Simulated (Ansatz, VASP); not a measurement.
**One calculation of AgPtC2N2, two programs**

```
Ag Pt C N
1.0
    -1.50718    2.77846   -5.12062
    -1.53271    2.80522    5.14337
     6.14219    0.03395   -0.01542
Ag Pt C N
2 2 4 4
Direct
  0.00018 0.00015 0.00009
  0.99979 0.99981 0.49988
  0.50001 0.49999 0.99992
  0.49997 0.49999 0.50007
  0.19795 0.80225 0.00030
  0.19773 0.80207 0.50022
  0.80225 0.19791 0.99974
  0.80209 0.19779 0.49975
  0.31114 0.68882 0.00022
  0.31104 0.68877 0.50027
  0.68895 0.31122 0.99972
  0.68891 0.31122 0.49981
```

Change from the starting cell: cell x2, atoms moved at random (sigma 0.15 Å) and cell strained at random (1.5 %), then relaxed without symmetry.

Alike in both runs: functional PBE; k mesh 4 × 4 × 4; occupations gaussian, width 0.2 eV; no spin polarisation.

Ansatz relaxed the structure, and its values are those at the end. VASP's run is a single point on that final structure, the one shown.

```csv
,VASP,Ansatz
version,VASP 6.6.1,Ansatz 0.2.0
potentials or method,"VASP PAW PBE potentials, release 64 (Ag, Pt, C, N), cutoff 600 eV","scalar-relativistic, plane waves, PAW"
valence electrons in the cell,78,110
```

VASP gave:

| Item | Value |
| --- | --- |
| gap on the k mesh at the Fermi level (eV) | none |
| pressure (GPa) | 0.2 |
| rms of the force components (eV/Å) | 0.179 |

Q: Estimate Ansatz's values.

A: gap on the k mesh at the Fermi level (eV): none; pressure (GPa): -0.1; rms of the force components (eV/Å): 0.004.

A gap of «none» marks a metal or a gap that the smearing closes. One of these differences is far larger than is usual between the two programs; its cause wasn't traced. The functional is the same, so the differences come from potentials, cutoffs and numerics. VASP's potentials hold 78 valence electrons a cell and Ansatz's 110, so a difference there can come from the potentials and not from the codes.

Neither program's run includes spin-orbit coupling. Noted on VASP's run: the standard files for N, O and F lose accuracy on very short bonds.
